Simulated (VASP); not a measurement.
Ti3Al: single point with PBEsol

The system is Ti3Al.

```xyz
4
Lattice="2.8458 0.0000 0.0000 -1.4229 2.4645 0.0000 0.0000 0.0000 9.4604" Properties=species:S:1:pos:R:3 pbc="T T T"
Ti    1.4229    0.8215    0.0000
Ti    0.0000    1.6430    7.0547
Ti    0.0000    1.6430    2.4058
Al    1.4229    0.8215    4.7302
```

This cell differs from its parent crystal: atoms shifted along a free coordinate, c/a of the conventional cell at fixed volume 3.3244.

```json
{"Program": "VASP 6.6.1", "Task": "single point", "Functional": "PBEsol", "Potentials or basis": "VASP PAW PBE potentials, release 64 (Ti_sv, Al)", "Cutoff": "520 eV", "k mesh": "15 × 15 × 6", "Occupations": "gaussian, width 0.15 eV", "Spin": "no spin polarisation"}
```

| Property | Result |
| --- | --- |
| Pressure | -0.5 GPa |
| Largest force | 0.214 eV/Å |
| Band gap on the k mesh | zero (an odd number of electrons rules out a gap without spin polarisation) |

Forces in eV/Å, atoms in the order of the input:
```
Ti   0.000  0.000  0.000
Ti   0.000  0.000  0.214
Ti   0.000  0.000 -0.214
Al   0.000  0.000  0.000
```

Stress tensor (GPa, compression positive):
```
 1.53  0.00  0.00
 0.00  1.53  0.00
 0.00  0.00 -4.64
```

Levels at points of the mesh, in eV from the Fermi level:
| k point | band 16 | band 17 | band 18 | band 19 | band 20 | band 21 | band 22 | band 23 | band 24 | band 25 |
| --- | --- | --- | --- | --- | --- | --- | --- | --- | --- | --- |
| (0.00, 0.00, 0.00) | -2.59 | -1.03 | 0.09 | 0.34 | 0.98 | 0.98 | 1.09 | 1.09 | 1.29 | 1.29 |
| (0.00, 0.00, 0.50) | -3.35 | -1.17 | 0.07 | 0.38 | 0.99 | 0.99 | 1.08 | 1.08 | 1.30 | 1.30 |

It took 6.1 min on 1 thread of Intel(R) Xeon(R) 6975P-C (Granite Rapids) (shared host), peak memory 0.31 GiB.

Caveat: the PAW data sets were made with another functional, which shifts forces and pressure a little.
